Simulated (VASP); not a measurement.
Write the native input for VASP 6.6.1 that does the following.

| Item | Value |
| --- | --- |
| Task | single point |
| Functional | PBE |
| Potentials or basis | VASP PAW PBE potentials, release 64 (Ta_pv, Ag) |
| Cutoff | 520 eV |
| k mesh | 4 × 4 × 4 |
| Occupations | gaussian, width 0.1 eV |
| Spin | no spin polarisation |
| Dipole correction | no |
| Further INCAR settings | ALGO = Normal; EDIFF = 1e-06; NBANDS = 30 |

The structure of Ta3Ag lies in POSCAR:

```
Ta3Ag
1.0
    4.4258816026      0.0000000000      0.0000000000
    0.0000000000      4.4258816026      0.0000000000
    0.0000000000      0.0000000000      3.6520287124
Ta Ag
3 1
Direct
    0.0000000000      0.5000000000      0.5000000000
    0.5000000000      0.0000000000      0.5000000000
    0.5000000000      0.5000000000      0.0000000000
    0.0000000000      0.0000000000      0.0000000000
```

These files were run (other wordings do the same):

INCAR

```
ALGO = Normal ; EDIFF = 1E-6
ENCUT = 520 ; GGA = PE
ISIF = 2 ; ISMEAR = 0
LASPH = True ; LCHARG = True
LELF = True ; LREAL = False
LVHAR = True ; LWAVE = False
NBANDS = 30 ; NELM = 80
PREC = Accurate ; SIGMA = 0.1
```

KPOINTS

```
k-points
0
Gamma
  4 4 4
```

Potentials or basis: VASP PAW PBE potentials, release 64 (Ta_pv, Ag).

Launch:

```bash
$ cat potpaw_PBE.64/Ta_pv/POTCAR potpaw_PBE.64/Ag/POTCAR > POTCAR
$ mpirun -np 1 vasp_std > vasp.out
```

It gave:

* Pressure: 0.0 GPa
* Band gap on the k mesh: zero (band 22 reaches 7.91 eV, above the bottom of band 23 at 6.11 eV)

Caveat: the k points lie up to 0.43 Å⁻¹ apart; spin-orbit coupling is left out, which moves the levels of the heavy elements.

It took 32 s on 1 thread of Intel(R) Xeon(R) Platinum 8259CL CPU @ 2.50GHz (Skylake/Cascade Lake) (shared host), peak memory 0.19 GiB.
